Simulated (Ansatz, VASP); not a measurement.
## Zn3Se: VASP beside Ansatz

```
Zn Se
1.0
    -2.70503    2.70503    2.70503
     2.70503   -2.70503    2.70503
     2.70503    2.70503   -2.70503
Zn Se
3 1
Direct
  0.00000 0.50000 0.50000
  0.50000 0.00000 0.50000
  0.50000 0.50000 0.00000
  0.00000 0.00000 0.00000
```

Alike in both runs: functional PBE; k mesh 6 × 6 × 6; occupations gaussian, width 0.1 eV; no spin polarisation.

Ansatz relaxed the structure, and its values are those at the end. VASP's run is a single point on that final structure, the one shown.

|  | VASP | Ansatz |
| --- | --- | --- |
| version | VASP 6.6.1 | Ansatz 0.2.0 |
| potentials or method | VASP PAW PBE potentials, release 64 (Zn, Se), cutoff 520 eV | scalar-relativistic, plane waves, PAW |
| valence electrons in the cell | 42 | 52 |

|  | VASP | Ansatz | Ansatz less VASP |
| --- | --- | --- | --- |
| gap on the k mesh at the Fermi level (eV) | none | none | - |
| pressure (GPa) | 0.5 | 0.3 | -0.15 |

A gap of «none» marks a metal or a gap that the smearing closes. VASP's potentials hold 42 valence electrons a cell and Ansatz's 52, so a difference there can come from the potentials and not from the codes.
